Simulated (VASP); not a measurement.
# Al (Fm-3m) in VASP: elastic constants with PBE

Aim: the elastic constants of Al with PBE.

All numbers are computed with VASP 6.6.1; they aren't measurements. Logs are shortened: lines on timing, memory, paths and dates and some standing lists are left out, and cuts for length are marked.

## Step 1: The cell of the first run

Symmetry: Fm-3m, No. 225, cubic system. Conventional cell: a = 4.040 Å, b = 4.040 Å, c = 4.040 Å, α = 90.00°, β = 90.00°, γ = 90.00°. Within 3.8 Å of Al (site symmetry m-3m) lie 12 Al at 2.86 Å.

## Step 2: Elastic constants, PBE

The input, INCAR:

```
SYSTEM = Al
PREC = Accurate ; ENCUT = 600
EDIFF = 1E-8 ; ISMEAR = 0
SIGMA = 0.1 ; LREAL = .False.
LASPH = .True. ; NELM = 60
ALGO = Normal ; ISIF = 3
LWAVE = .False. ; LCHARG = .True.
GGA = PE ; IBRION = 6
NFREE = 2 ; POTIM = 0.015
NSW = 1
```

The input, KPOINTS:

```
Automatic mesh
0
Gamma
  16 16 16
  0 0 0
```

The input, POSCAR:

```
Al
1.0
    0.0000000000      2.0201163237      2.0201163237
    2.0201163237      0.0000000000      2.0201163237
    2.0201163237      2.0201163237      0.0000000000
Al
1
Direct
    0.0000000000      0.0000000000      0.0000000000
```

Potentials or basis: VASP PAW PBE potentials, release 64 (Al).

On the command line:

```sh
> cat potpaw_PBE.64/Al/POTCAR > POTCAR
> mpirun -np 1 vasp_std > vasp.out
```

OUTCAR:

```text
SYSTEM = Al
   PREC = Accurate
   ENCUT = 600
   EDIFF = 1E-8
   ISMEAR = 0
   LREAL = .False.
   LASPH = .True.
   NELM = 60
   ISIF = 3
   GGA = PE
   IBRION = 6
   NFREE = 2
   POTIM = 0.015
   NSW = 1

 ion  position               nearest neighbor table
   1  0.000  0.000  0.000-

  LATTYP: Found a face centered cubic cell.
 ALAT       =     4.0402326474

  Lattice vectors:

 A1 = (   0.0000000000,   2.0201163237,   2.0201163237)
 A2 = (   2.0201163237,   0.0000000000,   2.0201163237)
 A3 = (   2.0201163237,   2.0201163237,   0.0000000000)

Analysis of symmetry for initial positions (statically):
=====================================================================
 Subroutine PRICEL returns:
 Original cell was already a primitive cell.

 Routine SETGRP: Setting up the symmetry group for a
 face centered cubic supercell.

 Subroutine GETGRP returns: Found 48 space group operations
 (whereof 48 operations were pure point group operations)
 out of a pool of 48 trial point group operations.

The static configuration has the point symmetry O_h .

Analysis of symmetry for dynamics (positions and initial velocities):
=====================================================================
 Subroutine PRICEL returns:
 Original cell was already a primitive cell.

 Routine SETGRP: Setting up the symmetry group for a
 face centered cubic supercell.

 Subroutine GETGRP returns: Found 48 space group operations
 (whereof 48 operations were pure point group operations)
 out of a pool of 48 trial point group operations.

The dynamic configuration has the point symmetry O_h .

 Subroutine INISYM returns: Found 48 space group operations
 (whereof 48 operations are pure point group operations),
 and found     1 'primitive' translations

----------------------------------------------------------------------------------------

                                     Primitive cell

  volume of cell :      16.4877

  direct lattice vectors                    reciprocal lattice vectors
     0.000000000  2.020116324  2.020116324    -0.247510499  0.247510499  0.247510499
     2.020116324  0.000000000  2.020116324     0.247510499 -0.247510499  0.247510499
     2.020116324  2.020116324  0.000000000     0.247510499  0.247510499 -0.247510499

  length of vectors
     2.856875903  2.856875903  2.856875903     0.428700760  0.428700760  0.428700760

  position of ions in fractional coordinates (direct lattice)
     0.000000000  0.000000000  0.000000000

  ion indices of the primitive-cell ions
   primitive index   ion index
                 1           1

----------------------------------------------------------------------------------------

 KPOINTS: Automatic mesh

Automatic generation of k-mesh.
 Grid dimensions read from file:
 generate k-points for:   16   16   16

 Generating k-lattice:

  Cartesian coordinates                     Fractional coordinates (reciprocal lattice)
    -0.015469406  0.015469406  0.015469406     0.062500000  0.000000000  0.000000000
     0.015469406 -0.015469406  0.015469406     0.000000000  0.062500000  0.000000000
     0.015469406  0.015469406 -0.015469406     0.000000000  0.000000000  0.062500000

  Length of vectors
     0.026793798  0.026793798  0.026793798

  Shift w.r.t. Gamma in fractional coordinates (k-lattice)
     0.000000000  0.000000000  0.000000000

 Subroutine IBZKPT returns following result:
 ===========================================

 Found    145 irreducible k-points:

 Following reciprocal coordinates:
            Coordinates               Weight
  0.000000  0.000000  0.000000      1.000000
  0.062500  0.000000  0.000000      8.000000
  0.125000  0.000000  0.000000      8.000000
  0.187500  0.000000  0.000000      8.000000
  0.250000  0.000000  0.000000      8.000000
  0.312500  0.000000  0.000000      8.000000
[... 16 lines left out ...]
 -0.125000  0.062500  0.000000     24.000000
 -0.062500  0.062500  0.000000     12.000000
 [... further k-points ...]
   k-points           NKPTS =    145   k-points in BZ     NKDIM =    145   number of bands    NBANDS=      5
   number of dos      NEDOS =    301   number of ions     NIONS =      1
   total plane-waves  NPLWV =  13824
   dimension x,y,z NGX =    24 NGY =   24 NGZ =   24
   dimension x,y,z NGXF=    48 NGYF=   48 NGZF=   48
   ions per type =               1
   NGX,Y,Z   is equivalent  to a cutoff of  13.97, 13.97, 13.97 a.u.
   NGXF,Y,Z  is equivalent  to a cutoff of  27.93, 27.93, 27.93 a.u.
 SYSTEM =  Al
   PREC   = accura    normal or accurate (medium, high low for compatibility)
   ISTART =      0    job   : 0-new  1-cont  2-samecut
   ICHARG =      2    charge: 1-file 2-atom 10-const
   ISPIN  =      1    spin polarized calculation?
   LNONCOLLINEAR =      F non collinear calculations
   LSORBIT =      F    spin-orbit coupling
   LASPH  =      T    aspherical Exc in radial PAW
   ENCUT  =  600.0 eV  44.10 Ry    6.64 a.u.   5.71  5.71  5.71*2*pi/ulx,y,z
   NELM   =     60;   NELMIN=  2; NELMDL= -5     # of ELM steps
   EDIFF  = 0.1E-07   stopping-criterion for ELM
   LREAL  =      F    real-space projection
   EDIFFG = 0.1E-06   stopping-criterion for IOM
   NSW    =     49    number of steps for IOM
   IBRION =      6    ionic relax: 0-MD 1-quasi-New 2-CG
   NFREE  =      2    steps in history (QN), initial steepest desc. (CG)
   ISIF   =      3    stress and relaxation
   ISYM   =      2    0-nonsym 1-usesym 2-fastsym
   POTIM  = 0.0150    time-step for ionic-motion
   TEBEG  =    0.0;   TEEND  =   0.0 temperature during run
   PSTRESS=    0.0 pullay stress
   NELECT =       3.0000    total number of electrons
   NUPDOWN=      -1.0000    fix difference up-down
   EMIN   =  10.00;   EMAX   =-10.00  energy-range for DOS
   EFERMI =   0.00;   METHOD = LEGACY
   ISMEAR =     0;   SIGMA  =   0.10  broadening in eV -4-tet -1-fermi 0-gaus
   EFERMI_NEDOS =   21; number of points for ismear=-14 and -15
   IALGO  =     38    algorithm
   IMIX   =      4    mixing-type and parameters
     AMIX     =   0.40;   BMIX     =  1.00
     AMIX_MAG =   1.60;   BMIX_MAG =  1.00
  volume/ion in A,a.u.               =      16.49       111.26
  Fermi-wavevector in a.u.,A,eV,Ry     =   0.927674  1.753050 11.708897  0.860580
  Thomas-Fermi vector in A             =   2.053769
   LORBIT       =      0    0 simple, 1 ext, 2 COOP (PROOUT), +10 PAW based schemes
   GGA     = PE    functional components
   LHFCALC =     F    Hartree Fock is set to
   AEXX    =    0.0000 exact exchange contribution
   IVDW    =     0    specifies the selected vdW correction
   LEPSILON=     F    determine dielectric tensor
   LRPA    =     F    only Hartree local field effects (RPA)
 finite differences with symmetry
 non-spin polarized calculation
 Gauss-broadening in eV      SIGMA  =   0.10
  energy-cutoff  :      600.00
  volume of cell :       16.49
 maximum number of plane-waves:       568
   NGX = 11   NGY = 11   NGZ = 11

--------------------------------------- Ionic step        1  -------------------------------------------

 number of electron       3.0000000 magnetization

 Free energy of the ion-electron system (eV)
  ---------------------------------------------------
  ext. energy  EPLUGINS =         0.00000000
  ---------------------------------------------------
  free energy    TOTEN  =        -3.75223474 eV

  energy without entropy =       -3.75102629  energy(sigma->0) =       -3.75163052

------------------------ aborting loop because EDIFF is reached ----------------------------------------

  FORCE on cell =-STRESS in cart. coord.  units (eV):
  Direction    XX          YY          ZZ          XY          YZ          ZX
  --------------------------------------------------------------------------------------
  -------------------------------------------------------------------------------------
  Total       -0.0044913     -0.0044913     -0.0044913     -0.0000000      0.0000000     -0.0000000
  in kB       -0.4364389     -0.4364389     -0.4364389     -0.0000000      0.0000000     -0.0000000
  external PRESSURE =      -0.4364389 kB  Pullay stress =       0.0000000 kB
[... 86 lines left out ...]
  FREE ENERGIE OF THE ION-ELECTRON SYSTEM (eV)
  ---------------------------------------------------
  free  energy   TOTEN  =        -3.7501441156 eV

  energy  without entropy=       -3.7484843406  energy(sigma->0) =       -3.74931423

[... ionic steps 4 to 12 ...]

--------------------------------------- Ionic step       13  -------------------------------------------

 number of electron       3.0000000 magnetization

------------------------ aborting loop because EDIFF is reached ----------------------------------------
[... 65 lines left out ...]
--------------------------------------- Ionic step       15  -------------------------------------------

 number of electron       3.0000000 magnetization

 Free energy of the ion-electron system (eV)
  ---------------------------------------------------
  ext. energy  EPLUGINS =         0.00000000
  ---------------------------------------------------
  free energy    TOTEN  =        -3.75223475 eV

  energy without entropy =       -3.75102630  energy(sigma->0) =       -3.75163053

 E-fermi :   8.0470     XC(G=0): -10.1995

 val. band max:        8.0109971321   @ k =  -0.2500   0.3125   0.1250
 cond. band min:       8.1259225833   @ k =   0.4375   0.4375   0.0000
 fundamental gap:      0.1149254512
 Fermi energy:         8.0470315418

 k-point     1 :       0.0000    0.0000    0.0000
  band No.  band energies     occupation
      1      -3.1319      2.00000
      2      20.6310      0.00000
      3      20.6310      0.00000
      4      20.6310      0.00000
      5      22.1285      0.00000
[... 177 lines left out ...]
 k-point    24 :      -0.0625    0.0625    0.0000
  band No.  band energies     occupation
      1      -2.8488      2.00000
      2      17.7714      0.00000
      3      18.5143      0.00000
      4      20.9065      0.00000
      5      22.3026      0.00000

 [... further k-points ...]
[... 5 lines left out ...]
  --------------------------------------------------------------------------------------
  -------------------------------------------------------------------------------------
  Total       -0.0044908     -0.0044908     -0.0044908      0.0000000     -0.0000000      0.0000000
  in kB       -0.4363889     -0.4363889     -0.4363889      0.0000000     -0.0000000      0.0000000
  external PRESSURE =      -0.4363889 kB  Pullay stress =       0.0000000 kB
[... 16 lines left out ...]
  FREE ENERGIE OF THE ION-ELECTRON SYSTEM (eV)
  ---------------------------------------------------
  free  energy   TOTEN  =        -3.7522347531 eV

  energy  without entropy=       -3.7510262999  energy(sigma->0) =       -3.75163053

 INTERNAL STRAIN TENSORS FROM STRAINED CELLS
 ============================================

 INTERNAL STRAIN TENSOR FOR ION    1 for displacements in x,y,z  (eV/Angst):
          X           Y           Z          XY          YZ          ZX
  --------------------------------------------------------------------------------
  x     0.00000     0.00000    -0.00000    -0.00000    -0.00000     0.00000
  y     0.00000     0.00000     0.00000     0.00000     0.00000    -0.00000
  z     0.00000    -0.00000     0.00000     0.00000    -0.00000    -0.00000

 INTERNAL STRAIN TENSORS FROM DISPLACED ATOMS
 ============================================

 INTERNAL STRAIN TENSOR FOR ION    1 for displacements in x,y,z  (eV/Angst):
          X           Y           Z          XY          YZ          ZX
  --------------------------------------------------------------------------------
  x     0.00000     0.00000     0.00000     0.00000     0.00000     0.00000
  y     0.00000     0.00000     0.00000     0.00000     0.00000     0.00000
  z     0.00000     0.00000     0.00000     0.00000     0.00000     0.00000

 Eigenvectors and eigenvalues of the dynamical matrix
 ----------------------------------------------------

   1 f  =    0.000000 THz     0.000000 2PiTHz    0.000000 cm-1     0.000000 meV
             X         Y         Z           dx          dy          dz
      0.000000  0.000000  0.000000     0.811804   -0.583929    0.000000

   2 f  =    0.000000 THz     0.000000 2PiTHz    0.000000 cm-1     0.000000 meV
             X         Y         Z           dx          dy          dz
      0.000000  0.000000  0.000000    -0.583929   -0.811804    0.000000

   3 f  =    0.000000 THz     0.000000 2PiTHz    0.000000 cm-1     0.000000 meV
             X         Y         Z           dx          dy          dz
      0.000000  0.000000  0.000000     0.000000    0.000000    1.000000

--------------------------------------------------------------------------------------------------------

 ELASTIC MODULI CONTR FROM IONIC RELAXATION (kBar)
 Direction    XX          YY          ZZ          XY          YZ          ZX
 --------------------------------------------------------------------------------
 XX           0.0000      0.0000      0.0000      0.0000      0.0000      0.0000
 YY           0.0000      0.0000      0.0000      0.0000      0.0000      0.0000
 ZZ           0.0000      0.0000      0.0000      0.0000      0.0000      0.0000
 XY           0.0000      0.0000      0.0000      0.0000      0.0000      0.0000
 YZ           0.0000      0.0000      0.0000      0.0000      0.0000      0.0000
 ZX           0.0000      0.0000      0.0000      0.0000      0.0000      0.0000
 --------------------------------------------------------------------------------

 TOTAL ELASTIC MODULI (kBar)
 Direction    XX          YY          ZZ          XY          YZ          ZX
 --------------------------------------------------------------------------------
 XX        1525.3326    380.6827    380.6827      0.0000      0.0000     -0.0000
 YY         380.6827   1525.3326    380.6827      0.0000      0.0000     -0.0000
 ZZ         380.6827    380.6827   1525.3326      0.0000     -0.0000     -0.0000
 XY           0.0000      0.0000      0.0000    439.9225      0.0000     -0.0000
 YZ           0.0000      0.0000     -0.0000      0.0000    439.9225      0.0000
 ZX          -0.0000     -0.0000     -0.0000     -0.0000      0.0000    439.9225
 --------------------------------------------------------------------------------
```

It took 3 min on 1 thread of Intel Xeon Platinum 8559C (Emerald Rapids), shared host; peak memory 0.3 GiB.

What came out:

```yaml
Elastic_constants_C11_C12_C44: 153, 38, 44 GPa
Voigt_bulk_modulus: 76 GPa
```

Elastic tensor in Voigt notation (GPa, in the Cartesian axes of the cell as first typed):
```
153  38  38   0   0   0
 38 153  38   0   0   0
 38  38 153   0   0   0
  0   0   0  44   0   0
  0   0   0   0  44   0
  0   0   0   0   0  44
```

Clamped-ion elastic tensor (GPa):
```
153  38  38   0   0   0
 38 153  38   0   0   0
 38  38 153   0   0   0
  0   0   0  44   0   0
  0   0   0   0  44   0
  0   0   0   0   0  44
```
